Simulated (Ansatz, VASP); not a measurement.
# Two plane-wave programs on SnO

INCAR

```
SYSTEM = SnO
PREC = Accurate ; ENCUT = 520
EDIFF = 1E-7 ; ISMEAR = 0
SIGMA = 0.15 ; LREAL = .False.
LASPH = .True. ; NELM = 60
ALGO = Normal ; ISIF = 2
LWAVE = .False. ; LCHARG = .False.
GGA = PE ; IVDW = 12
NBANDS = 28
```

KPOINTS

```
Automatic mesh
0
Gamma
  12 12 10
  0 0 0
```

POSCAR

```
SnO
1.0
    3.8370963230     -0.1151128897      0.0000000000
   -0.1151128897      3.8370963230      0.0000000000
    0.0000000000      0.0000000000      4.7621286275
Sn O
2 2
Direct
    0.0000000000      0.5000000000      0.2432422108
    0.5000000000      0.0000000000      0.7567577892
    0.0000000000      0.0000000000      0.0000000000
    0.5000000000      0.5000000000      0.0000000000
```

Input for Ansatz:

```yaml
crystal:
  lattice:
    - [3.837096323, -0.1151128897, 0.0]
    - [-0.1151128897, 3.837096323, 0.0]
    - [0.0, 0.0, 4.7621286275]
  atoms:
    - { symbol: Sn, position: [0.0, 0.5, 0.2432422108] }
    - { symbol: Sn, position: [0.5, 0.0, 0.7567577892] }
    - { symbol: O, position: [0.0, 0.0, 0.0] }
    - { symbol: O, position: [0.5, 0.5, 0.0] }
basis:
  ecutwfc: 420
kpoints:
  mp_grid: { grid: [12, 12, 10] }
hamiltonian:
  xc: pbe
  dispersion: d3bj
scf:
  occupations: { method: gaussian, width: 0.15 }
output:
  forces: true
  stress: true
  eigenvalues: true
```

Change from the starting cell: strain -0.0600 x Voigt [0, 0, 0, 0, 0, 1], atoms carried along.

Alike in both runs: task single point; functional PBE; dispersion D3(BJ); k mesh 12 × 12 × 10; occupations gaussian, width 0.15 eV; no spin polarisation.

```csv
,VASP,Ansatz
version,VASP 6.6.1,Ansatz 0.2.0
potentials or method,"VASP PAW PBE potentials, release 64 (Sn_d, O), cutoff 520 eV","scalar-relativistic, plane waves, PAW"
valence electrons in the cell,40,40
```

VASP gave:

- gap on the k mesh at the Fermi level (eV): none
- pressure (GPa): 0.4
- traceless stress, the component that is largest in VASP (GPa): 4.94
- rms of the force components (eV/Å): 0.037

Q: What did Ansatz give for the same quantities?

A: gap on the k mesh at the Fermi level (eV): none; pressure (GPa): 0.2; traceless stress, the component that is largest in VASP (GPa): 4.96; rms of the force components (eV/Å): 0.004.

Atom by atom the forces differ by 0.032 eV/Å (rms over components). A gap of «none» marks a metal or a gap that the smearing closes.
